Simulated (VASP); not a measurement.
# AlN (P6_3/mmc) in VASP: a series of runs

Runs on AlN. Level: PBEsol. Tasks: single point.

Everything below comes from runs of VASP 6.6.1. Logs are shortened: lines on timing, memory, paths and dates and some standing lists are left out, and cuts for length are marked.

### 1 The cell of the first run

It takes space group P6_3/mmc (No. 194, hexagonal). The conventional cell has a = 3.361 Å, b = 3.361 Å, c = 4.017 Å, α = 90.00°, β = 90.00°, γ = 120.00°. Within 2.6 Å of Al (site symmetry -6m2) lie 5 N at 1.94 to 2.01 Å. N (site symmetry -6m2) has 5 Al at 1.94 to 2.01 Å within 2.6 Å.

### 2 Single point, PBEsol

The input, INCAR:

```
SYSTEM = AlN
  PREC = Accurate
  ENCUT = 520
  EDIFF = 1E-6
  ISMEAR = 0
  SIGMA = 0.05
  LREAL = .False.
  LASPH = .True.
  NELM = 60
  ALGO = Normal
  ISIF = 2
  LWAVE = .False.
  LCHARG = .False.
  GGA = PS
  NBANDS = 16
```

The input, KPOINTS:

```
regular mesh
0
Gamma
  9 9 6
  0 0 0
```

The input, POSCAR:

```
AlN
1.0
    3.3610000000      0.0000000000      0.0000000000
   -1.6805000000      2.9107113821      0.0000000000
    0.0000000000      0.0000000000      4.0170000000
Al N
2 2
Direct
    0.3333333333      0.6666666667      0.7500000000
    0.6666666667      0.3333333333      0.2500000000
    0.3333333333      0.6666666667      0.2500000000
    0.6666666667      0.3333333333      0.7500000000
```

Potentials or basis: VASP PAW PBE potentials, release 64 (Al, N).

Command:

```sh
$ cat potpaw_PBE.64/Al/POTCAR potpaw_PBE.64/N/POTCAR > POTCAR
$ mpirun -np 1 vasp_std > vasp.out
```

OUTCAR:

```text
SYSTEM = AlN
   PREC = Accurate
   ENCUT = 520
   EDIFF = 1E-6
   ISMEAR = 0
   LREAL = .False.
   LASPH = .True.
   NELM = 60
   ISIF = 2
   GGA = PS

 ion  position               nearest neighbor table
   1  0.333  0.667  0.750-   4 1.94   4 1.94   4 1.94   3 2.01   3 2.01   2 2.79   2 2.79   2 2.79
                             2 2.79   2 2.79   2 2.79
   2  0.667  0.333  0.250-   3 1.94   3 1.94   3 1.94   4 2.01   4 2.01   1 2.79   1 2.79   1 2.79
                             1 2.79   1 2.79   1 2.79
   3  0.333  0.667  0.250-   2 1.94   2 1.94   2 1.94   1 2.01   1 2.01
   4  0.667  0.333  0.750-   1 1.94   1 1.94   1 1.94   2 2.01   2 2.01

  LATTYP: Found a hexagonal cell.
 ALAT       =     3.3610000000
 C/A-ratio  =     1.1951800060

  Lattice vectors:

 A1 = (   3.3610000000,   0.0000000000,   0.0000000000)
 A2 = (  -1.6805000000,   2.9107113821,   0.0000000000)
 A3 = (   0.0000000000,   0.0000000000,   4.0170000000)

Analysis of symmetry for initial positions (statically):
=====================================================================
 Subroutine PRICEL returns:
 Original cell was already a primitive cell.

 Routine SETGRP: Setting up the symmetry group for a
 hexagonal supercell.

 Subroutine GETGRP returns: Found 24 space group operations
 (whereof 12 operations were pure point group operations)
 out of a pool of 24 trial point group operations.

The static configuration has the point symmetry D_3d.
 The point group associated with its full space group is D_6h.

Analysis of symmetry for dynamics (positions and initial velocities):
=====================================================================
 Subroutine PRICEL returns:
 Original cell was already a primitive cell.

 Routine SETGRP: Setting up the symmetry group for a
 hexagonal supercell.

 Subroutine GETGRP returns: Found 24 space group operations
 (whereof 12 operations were pure point group operations)
 out of a pool of 24 trial point group operations.

The dynamic configuration has the point symmetry D_3d.
 The point group associated with its full space group is D_6h.

 Subroutine INISYM returns: Found 24 space group operations
 (whereof 12 operations are pure point group operations),
 and found     1 'primitive' translations

----------------------------------------------------------------------------------------

                                     Primitive cell

  volume of cell :      39.2979

  direct lattice vectors                    reciprocal lattice vectors
     3.361000000  0.000000000  0.000000000     0.297530497  0.171779312  0.000000000
    -1.680500000  2.910711382  0.000000000     0.000000000  0.343558625  0.000000000
[... 96 lines left out ...]
   ISYM   =      2    0-nonsym 1-usesym 2-fastsym
   POTIM  = 0.5000    time-step for ionic-motion
   TEBEG  =    0.0;   TEEND  =   0.0 temperature during run
   PSTRESS=    0.0 pullay stress
   NELECT =      16.0000    total number of electrons
   NUPDOWN=      -1.0000    fix difference up-down
   EMIN   =  10.00;   EMAX   =-10.00  energy-range for DOS
   EFERMI =   0.00;   METHOD = LEGACY
   ISMEAR =     0;   SIGMA  =   0.05  broadening in eV -4-tet -1-fermi 0-gaus
   EFERMI_NEDOS =   21; number of points for ismear=-14 and -15
   IALGO  =     38    algorithm
   IMIX   =      4    mixing-type and parameters
     AMIX     =   0.40;   BMIX     =  1.00
     AMIX_MAG =   1.60;   BMIX_MAG =  1.00
  volume/ion in A,a.u.               =       9.82        66.30
  Fermi-wavevector in a.u.,A,eV,Ry     =   1.213366  2.292928 20.031259  1.472256
  Thomas-Fermi vector in A             =   2.348820
   LORBIT       =      0    0 simple, 1 ext, 2 COOP (PROOUT), +10 PAW based schemes
   GGA     = PS    functional components
   LHFCALC =     F    Hartree Fock is set to
   AEXX    =    0.0000 exact exchange contribution
   IVDW    =     0    specifies the selected vdW correction
   LEPSILON=     F    determine dielectric tensor
   LRPA    =     F    only Hartree local field effects (RPA)
 non-spin polarized calculation
 Gauss-broadening in eV      SIGMA  =   0.05
  energy-cutoff  :      520.00
  volume of cell :       39.30
 maximum number of plane-waves:      1082
 NGX is ok and might be reduce to    28
   NGX = 13   NGY = 13   NGZ = 15

 number of electron      15.9999998 magnetization

 Free energy of the ion-electron system (eV)
  ---------------------------------------------------
  ext. energy  EPLUGINS =         0.00000000
  ---------------------------------------------------
  free energy    TOTEN  =       -30.90434325 eV

  energy without entropy =      -30.90434325  energy(sigma->0) =      -30.90434325

 E-fermi :   7.9407     XC(G=0): -11.3957

 val. band max:        7.7294936495   @ k =   0.0000   0.0000   0.0000
 cond. band min:      11.1616407091   @ k =   0.0000   0.0000   0.0000
 fundamental gap:      3.4321470596
 Fermi energy:         7.9406612492

 k-point     1 :       0.0000    0.0000    0.0000
  band No.  band energies     occupation
      1      -8.9132      2.00000
      2      -4.8951      2.00000
      3       1.1026      2.00000
      4       4.4729      2.00000
      5       4.4729      2.00000
      6       6.4437      2.00000
[... 433 lines left out ...]
      3       1.2935      2.00000
      4       2.3645      2.00000
      5       2.3645      2.00000
      6       5.2762      2.00000
[... 8 lines left out ...]
     15      19.3379      0.00000
     16      21.3111      0.00000

 [... further k-points ...]

------------------------ aborting loop because EDIFF is reached ----------------------------------------

  FORCE on cell =-STRESS in cart. coord.  units (eV):
  Direction    XX          YY          ZZ          XY          YZ          ZX
  --------------------------------------------------------------------------------------
  -------------------------------------------------------------------------------------
  Total       -1.2011757     -1.2011757      1.3526498      0.0000000      0.0000000      0.0000000
  in kB      -48.9719751    -48.9719751     55.1475795      0.0000000      0.0000000      0.0000000
  external PRESSURE =     -14.2654569 kB  Pullay stress =       0.0000000 kB

 VOLUME and BASIS-vectors are now :
 -----------------------------------------------------------------------------
  energy-cutoff  :      520.00
  volume of cell :       39.30
      direct lattice vectors                 reciprocal lattice vectors
     3.361000000  0.000000000  0.000000000     0.297530497  0.171779312  0.000000000
    -1.680500000  2.910711382  0.000000000     0.000000000  0.343558625  0.000000000
     0.000000000  0.000000000  4.017000000     0.000000000  0.000000000  0.248941997

 POSITION                                       TOTAL-FORCE (eV/Angst)
 -----------------------------------------------------------------------------------
     -0.00000      1.94047      3.01275         0.000000     -0.000000      0.000000
      1.68050      0.97024      1.00425        -0.000000      0.000000      0.000000
     -0.00000      1.94047      1.00425        -0.000000     -0.000000      0.000000
      1.68050      0.97024      3.01275         0.000000      0.000000      0.000000
 -----------------------------------------------------------------------------------
    total drift:                               -0.000000     -0.000000     -0.000000

  FREE ENERGIE OF THE ION-ELECTRON SYSTEM (eV)
  ---------------------------------------------------
  free  energy   TOTEN  =       -30.9043432521 eV

  energy  without entropy=      -30.9043432521  energy(sigma->0) =      -30.90434325
```

OSZICAR:

```text
N       E                     dE             d eps       ncg     rms          rms(c)
DAV:   1     0.408686331878E+02    0.40869E+02   -0.74636E+03  1544   0.907E+02
DAV:   2    -0.319126549168E+02   -0.72781E+02   -0.67013E+02  2224   0.189E+02
DAV:   3    -0.351653405505E+02   -0.32527E+01   -0.32428E+01  1880   0.411E+01
DAV:   4    -0.351852104448E+02   -0.19870E-01   -0.19867E-01  1928   0.360E+00
DAV:   5    -0.351854734815E+02   -0.26304E-03   -0.26304E-03  1856   0.418E-01    0.113E+01
DAV:   6    -0.309874075796E+02    0.41981E+01   -0.81883E+00  1968   0.213E+01    0.395E+00
DAV:   7    -0.309499168806E+02    0.37491E-01   -0.71810E-01  1744   0.568E+00    0.282E+00
DAV:   8    -0.309132781679E+02    0.36639E-01   -0.11701E-01  1632   0.270E+00    0.880E-01
DAV:   9    -0.309040092285E+02    0.92689E-02   -0.22561E-02  1984   0.115E+00    0.271E-01
DAV:  10    -0.309044425862E+02   -0.43336E-03   -0.28045E-03  1728   0.338E-01    0.166E-01
DAV:  11    -0.309043470338E+02    0.95552E-04   -0.13650E-04  1832   0.889E-02    0.447E-02
DAV:  12    -0.309043437954E+02    0.32384E-05   -0.97122E-06  1816   0.237E-02    0.755E-03
DAV:  13    -0.309043432521E+02    0.54333E-06   -0.26900E-06  1856   0.119E-02
   1 F= -.30904343E+02 E0= -.30904343E+02  d E =-.104082E-11
```

stdout:

```text
POSCAR found type information on POSCAR AlN
 POSCAR found :  2 types and       4 ions
 scaLAPACK will be used
 -----------------------------------------------------------------------------
|                                                                             |
|                                                                             |
|     You enforced a specific xc type in the INCAR file but a different       |
|     I HOPE YOU KNOW WHAT YOU ARE DOING!                                     |
|                                                                             |
 -----------------------------------------------------------------------------

 LDA part: xc-table for (Slater+PW92), standard interpolation
 POSCAR, INCAR and KPOINTS ok, starting setup
 FFT: planning ... GRIDC
 FFT: planning ... GRID_SOFT
 FFT: planning ... GRID
 WAVECAR not read
 entering main loop
```

It took 23 s on 1 thread of Intel Xeon Platinum 8259CL at 2.50GHz (Skylake/Cascade Lake), shared host; peak memory 0.16 GiB.

Results:

```
Free energy            : -30.9043 eV
Pressure               : -1.4 GPa
Band gap on the k mesh : 3.43 eV, direct
```

Caveat: the PAW data sets were made with another functional, which shifts forces and pressure a little.

### 3 Single point, PBEsol

This run uses another cell than the first one, of 8.74 Å³/atom, 0.889 times its volume.

The input, INCAR:

```
SYSTEM = AlN
PREC = Accurate
ENCUT = 520
EDIFF = 1E-6
ISMEAR = 0
SIGMA = 0.05
LREAL = .FALSE.
LASPH = .TRUE.
NELM = 60
ALGO = Normal
ISIF = 2
LWAVE = .FALSE.
LCHARG = .TRUE.
GGA = PS
LELF = .TRUE.
LVHAR = .TRUE.
NBANDS = 16
```

The input, KPOINTS:

```
regular mesh
0
G
  9 9 6
  0 0 0
```

The input, POSCAR:

```
AlN
1.0
    3.2025000000      0.0000000000      0.0000000000
   -1.6012500000      2.7734463556      0.0000000000
    0.0000000000      0.0000000000      3.9342000000
Al N
2 2
Direct
    0.3333333333      0.6666666667      0.7500000000
    0.6666666667      0.3333333333      0.2500000000
    0.3333333333      0.6666666667      0.2500000000
    0.6666666667      0.3333333333      0.7500000000
```

Potentials or basis: VASP PAW PBE potentials, release 64 (Al, N).

Command:

```sh
$ cat potpaw_PBE.64/Al/POTCAR potpaw_PBE.64/N/POTCAR > POTCAR
$ mpirun -np 1 vasp_std > vasp.out
```

OUTCAR:

```text
SYSTEM = AlN
   PREC = Accurate
   ENCUT = 520
   EDIFF = 1E-6
   ISMEAR = 0
   LREAL = .FALSE.
   LASPH = .TRUE.
   NELM = 60
   ISIF = 2
   GGA = PS

 ion  position               nearest neighbor table
   1  0.333  0.667  0.750-   4 1.85   4 1.85   4 1.85   3 1.97   3 1.97   2 2.70   2 2.70   2 2.70
                             2 2.70   2 2.70   2 2.70
   2  0.667  0.333  0.250-   3 1.85   3 1.85   3 1.85   4 1.97   4 1.97   1 2.70   1 2.70   1 2.70
                             1 2.70   1 2.70   1 2.70
   3  0.333  0.667  0.250-   2 1.85   2 1.85   2 1.85   1 1.97   1 1.97
   4  0.667  0.333  0.750-   1 1.85   1 1.85   1 1.85   2 1.97   2 1.97

  LATTYP: Found a hexagonal cell.
 ALAT       =     3.2025000000
 C/A-ratio  =     1.2284777518

  Lattice vectors:

 A1 = (   3.2025000000,   0.0000000000,   0.0000000000)
 A2 = (  -1.6012500000,   2.7734463556,   0.0000000000)
 A3 = (   0.0000000000,   0.0000000000,   3.9342000000)

Analysis of symmetry for initial positions (statically):
=====================================================================
 Subroutine PRICEL returns:
 Original cell was already a primitive cell.

 Routine SETGRP: Setting up the symmetry group for a
 hexagonal supercell.

 Subroutine GETGRP returns: Found 24 space group operations
 (whereof 12 operations were pure point group operations)
 out of a pool of 24 trial point group operations.

The static configuration has the point symmetry D_3d.
 The point group associated with its full space group is D_6h.

Analysis of symmetry for dynamics (positions and initial velocities):
=====================================================================
 Subroutine PRICEL returns:
 Original cell was already a primitive cell.

 Routine SETGRP: Setting up the symmetry group for a
 hexagonal supercell.

 Subroutine GETGRP returns: Found 24 space group operations
 (whereof 12 operations were pure point group operations)
 out of a pool of 24 trial point group operations.

The dynamic configuration has the point symmetry D_3d.
 The point group associated with its full space group is D_6h.
[... 126 lines left out ...]
  Thomas-Fermi vector in A             =   2.395248
   LORBIT       =      0    0 simple, 1 ext, 2 COOP (PROOUT), +10 PAW based schemes
   GGA     = PS    functional components
   LHFCALC =     F    Hartree Fock is set to
   AEXX    =    0.0000 exact exchange contribution
   IVDW    =     0    specifies the selected vdW correction
   LEPSILON=     F    determine dielectric tensor
   LRPA    =     F    only Hartree local field effects (RPA)
 non-spin polarized calculation
 Gauss-broadening in eV      SIGMA  =   0.05
  energy-cutoff  :      520.00
  volume of cell :       34.94
 maximum number of plane-waves:       966
 NGX is ok and might be reduce to    24
   NGX = 11   NGY = 11   NGZ = 15

 number of electron      16.0000003 magnetization

 Free energy of the ion-electron system (eV)
  ---------------------------------------------------
  ext. energy  EPLUGINS =         0.00000000
  ---------------------------------------------------
  free energy    TOTEN  =       -30.59041630 eV

  energy without entropy =      -30.59041630  energy(sigma->0) =      -30.59041630

 E-fermi :   9.4793     XC(G=0): -11.9366

 val. band max:        9.2837589903   @ k =   0.0000   0.0000   0.0000
 cond. band min:      13.4500752951   @ k =   0.0000   0.0000   0.0000
 fundamental gap:      4.1663163048
 Fermi energy:         9.4792693995

 k-point     1 :       0.0000    0.0000    0.0000
  band No.  band energies     occupation
      1      -8.4585      2.00000
      2      -3.9439      2.00000
      3       1.7179      2.00000
      4       5.6116      2.00000
      5       5.6116      2.00000
      6       7.5591      2.00000
[... 433 lines left out ...]
      3       1.9647      2.00000
      4       3.3566      2.00000
      5       3.3566      2.00000
      6       6.1720      2.00000
[... 8 lines left out ...]
     15      21.4893      0.00000
     16      23.8989      0.00000

 [... further k-points ...]

------------------------ aborting loop because EDIFF is reached ----------------------------------------

  FORCE on cell =-STRESS in cart. coord.  units (eV):
  Direction    XX          YY          ZZ          XY          YZ          ZX
  --------------------------------------------------------------------------------------
  -------------------------------------------------------------------------------------
  Total        6.2442289      6.2442289      6.9695812      0.0000000      0.0000000      0.0000000
  in kB      286.3017846    286.3017846    319.5596375      0.0000000      0.0000000      0.0000000
  external PRESSURE =     297.3877356 kB  Pullay stress =       0.0000000 kB

 VOLUME and BASIS-vectors are now :
 -----------------------------------------------------------------------------
  energy-cutoff  :      520.00
  volume of cell :       34.94
      direct lattice vectors                 reciprocal lattice vectors
     3.202500000  0.000000000  0.000000000     0.312256050  0.180281115  0.000000000
    -1.601250000  2.773446356  0.000000000     0.000000000  0.360562229  0.000000000
     0.000000000  0.000000000  3.934200000     0.000000000  0.000000000  0.254181282

 POSITION                                       TOTAL-FORCE (eV/Angst)
 -----------------------------------------------------------------------------------
     -0.00000      1.84896      2.95065         0.000000     -0.000000      0.000000
      1.60125      0.92448      0.98355        -0.000000      0.000000      0.000000
     -0.00000      1.84896      0.98355         0.000000      0.000000      0.000000
      1.60125      0.92448      2.95065         0.000000      0.000000      0.000000
 -----------------------------------------------------------------------------------
    total drift:                                0.000000     -0.000000      0.000000

  FREE ENERGIE OF THE ION-ELECTRON SYSTEM (eV)
  ---------------------------------------------------
  free  energy   TOTEN  =       -30.5904163022 eV

  energy  without entropy=      -30.5904163022  energy(sigma->0) =      -30.59041630
```

OSZICAR:

```text
N       E                     dE             d eps       ncg     rms          rms(c)
DAV:   1     0.403890386472E+02    0.40389E+02   -0.75495E+03  1536   0.920E+02
DAV:   2    -0.323873689154E+02   -0.72776E+02   -0.66533E+02  2232   0.196E+02
DAV:   3    -0.352958316511E+02   -0.29085E+01   -0.29010E+01  1816   0.399E+01
DAV:   4    -0.353119653123E+02   -0.16134E-01   -0.16132E-01  1968   0.331E+00
DAV:   5    -0.353121696210E+02   -0.20431E-03   -0.20431E-03  1800   0.376E-01    0.122E+01
DAV:   6    -0.307082645806E+02    0.46039E+01   -0.82194E+00  1960   0.221E+01    0.437E+00
DAV:   7    -0.306334865792E+02    0.74778E-01   -0.83314E-01  1888   0.639E+00    0.301E+00
DAV:   8    -0.305978807385E+02    0.35606E-01   -0.10089E-01  1696   0.251E+00    0.737E-01
DAV:   9    -0.305901577688E+02    0.77230E-02   -0.19534E-02  1920   0.109E+00    0.247E-01
DAV:  10    -0.305905235212E+02   -0.36575E-03   -0.20167E-03  1776   0.306E-01    0.173E-01
DAV:  11    -0.305904188790E+02    0.10464E-03   -0.16231E-04  1848   0.979E-02    0.370E-02
DAV:  12    -0.305904167814E+02    0.20977E-05   -0.90566E-06  1920   0.230E-02    0.603E-03
DAV:  13    -0.305904163022E+02    0.47913E-06   -0.16969E-06  1440   0.985E-03
   1 F= -.30590416E+02 E0= -.30590416E+02  d E =-.132897E-10
```

Run time: 8.3 s. Hardware: 1 thread of Intel Xeon 6975P-C (Granite Rapids), shared host; peak memory 0.15 GiB.

What came out:

```yaml
Free_energy: -30.5904 eV
Pressure: 29.7 GPa
Band_gap_on_the_k_mesh: 4.17 eV, direct
```

Levels at points of the mesh, in eV from the valence-band top:
```tsv
k point	band 6	band 7	band 8	band 9	band 10	band 11
(0.00, 0.00, 0.00)	-1.72	-1.72	0.00	4.17	5.42	8.80
(0.00, 0.00, 0.50)	-2.75	-2.75	-2.75	6.41	6.41	8.83
```

Caveat: the PAW data sets were made with another functional, which shifts forces and pressure a little.
